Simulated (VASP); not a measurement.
Mo:

```
CELL_PARAMETERS angstrom
2.73007 0.00000 0.00000
-1.36503 2.36431 0.00000
0.00000 0.00000 9.67783
ATOMIC_POSITIONS crystal
Mo 0.00000 0.00000 0.00000
Mo 0.33333 0.66667 0.25000
Mo 0.00000 0.00000 0.50000
Mo 0.66667 0.33333 0.75000
```

- Program: VASP 6.6.1
- Task: relaxation of cell and atoms
- Functional: PBEsol
- Potentials or basis: VASP PAW PBE potentials, release 64 (Mo_sv)
- Cutoff: 600 eV
- k mesh: 18 × 18 × 5
- Occupations: gaussian, width 0.1 eV
- Spin: no spin polarisation

At the start: pressure 0.3 GPa; volume 15.62 Å³/atom.

Problem. Where does the relaxation end?

Solution. Over 5 steps the energy falls by 2.2 meV/atom and the volume is 15.60 Å³/atom (-0.1 %); space group P6_3/mmc (No. 194, to 0.05 Å).

The path:
```csv
step,energy change (eV),largest force (eV/Å),pressure (GPa),volume (Å³)
1,0.0000,0.0000,0.33,62.47
2,-0.0069,0.0000,-1.45,62.75
3,-0.0078,0.0000,-1.02,62.68
4,-0.0053,0.0000,2.03,61.90
5,-0.0087,0.0000,0.02,62.41
```

Final structure:
```
Mo
1.0
     2.74456    0.00000    0.00000
    -1.37228    2.37686    0.00000
     0.00000    0.00000    9.56698
Mo
4
Direct
  0.00000 0.00000 0.00000
  0.33333 0.66667 0.25000
  0.00000 0.00000 0.50000
  0.66667 0.33333 0.75000
```

Caveat: the PAW data sets were made with another functional, which shifts forces and pressure a little.
